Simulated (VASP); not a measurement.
Wanted: the native input for a VASP 6.6.1 run.

```yaml
Task: single point
Functional: PBEsol
Potentials_or_basis: VASP PAW PBE potentials, release 64 (Be)
Cutoff: 520 eV
k_mesh: 17 × 17 × 1
Occupations: methfessel-paxton, width 0.1 eV
Spin: no spin polarisation
Dipole_correction: yes
Further_INCAR_settings: ALGO = Normal; EDIFF = 1e-06; NBANDS = 24
```

The structure of Be lies in POSCAR:

```
Be
1.0
    2.2575068440      0.0000000000      0.0000000000
    1.1287534220      1.9550582760      0.0000000000
    0.0000000000      0.0000000000     35.5317697690
Be
12
Direct
    0.6666666667      0.6666666667      0.2251506202
    0.0000000000      0.0000000000      0.2751232347
    0.6666666667      0.6666666667      0.3250958492
    0.0000000000      0.0000000000      0.3750684637
    0.6666666667      0.6666666667      0.4250410782
    0.0000000000      0.0000000000      0.4750136927
    0.6666666667      0.6666666667      0.5249863073
    0.0000000000      0.0000000000      0.5749589218
    0.6666666667      0.6666666667      0.6249315363
    0.0000000000      0.0000000000      0.6749041508
    0.6666666667      0.6666666667      0.7248767653
    0.0000000000      0.0000000000      0.7748493798
```

One way to write it, as run:

INCAR

```
SYSTEM = Be
PREC     = Accurate       ! precision mode
ENCUT    = 520            ! plane-wave cutoff, eV
EDIFF    = 1E-6           ! SCF threshold, eV
ISMEAR   = 1              ! smearing method
SIGMA    = 0.1            ! smearing width, eV
LREAL    = .False.        ! projectors in reciprocal space
LASPH    = .True.         ! aspherical terms in the spheres
NELM     = 100            ! most SCF steps
ALGO     = Normal         ! electronic algorithm
ISIF     = 2              ! what is computed and relaxed
LWAVE    = .False.        ! write WAVECAR
LCHARG   = .True.         ! write CHGCAR
LDIPOL   = .True.       
IDIPOL   = 3            
DIPOL    = 0.5 0.5 0.500
GGA      = PS             ! functional
LELF     = .True.         ! ELF
LVHAR    = .True.       
LVACPOTAV= .True.       
NBANDS   = 24             ! bands
```

KPOINTS

```
regular mesh
0
Gamma
  17 17 1
  0 0 0
```

Potentials or basis: VASP PAW PBE potentials, release 64 (Be).

Launch:

```console
$ cat potpaw_PBE.64/Be/POTCAR > POTCAR
$ mpirun -np 1 vasp_std > vasp.out
```

Results of the run:

```yaml
Largest_force: 0.196 eV/Å
Band_gap_on_the_k_mesh: zero (band 12 reaches 2.92 eV, above the bottom of band 13 at -0.68 eV)
```

Caveat: the PAW data sets were made with another functional, which shifts forces and pressure a little.

Run time: 2.1 min on 1 thread of Intel(R) Xeon(R) 6975P-C (Granite Rapids) (shared host), peak memory 0.3 GiB.
